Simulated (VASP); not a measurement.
Here is a VASP 6.6.1 calculation.

Contents of INCAR:

```
PREC = Accurate
ENCUT = 520
EDIFF = 1E-6
ISMEAR = 0
SIGMA = 0.15
LREAL = False
LASPH = True
NELM = 80
ALGO = Normal
ISIF = 2
LWAVE = False
LCHARG = False
GGA = PS
NBANDS = 9
```

KPOINTS

```
Automatic mesh
0
Gamma
  24 24 14
```

The input POSCAR:

```
Be
1.0
    2.2420144353      0.0000000000      0.0000000000
   -1.1210072177      1.9416414566      0.0000000000
    0.0000000000      0.0000000000      3.5108775000
Be
2
Direct
    0.3333333333      0.6666666667      0.2500000000
    0.6666666667      0.3333333333      0.7500000000
```

Potentials or basis: VASP PAW PBE potentials, release 64 (Be).

Launch:

```bash
$ cat potpaw_PBE.64/Be/POTCAR > POTCAR
$ mpirun -np 1 vasp_std > vasp.out
```

**Question.** Estimate the pressure.

**Answer.** 3.8 GPa.

**Question.** What does it give for the band gap on the k mesh?

**Answer.** Zero (band 2 reaches 8.28 eV, above the bottom of band 3 at 6.15 eV).

Stress tensor (GPa, compression positive):
```
2.86 0.00 0.00
0.00 2.86 0.00
0.00 0.00 5.55
```

Caveat: the cell differs from its parent crystal (strain -0.025 along x and y, -0.025 along z); the PAW data sets were made with another functional, which shifts forces and pressure a little.
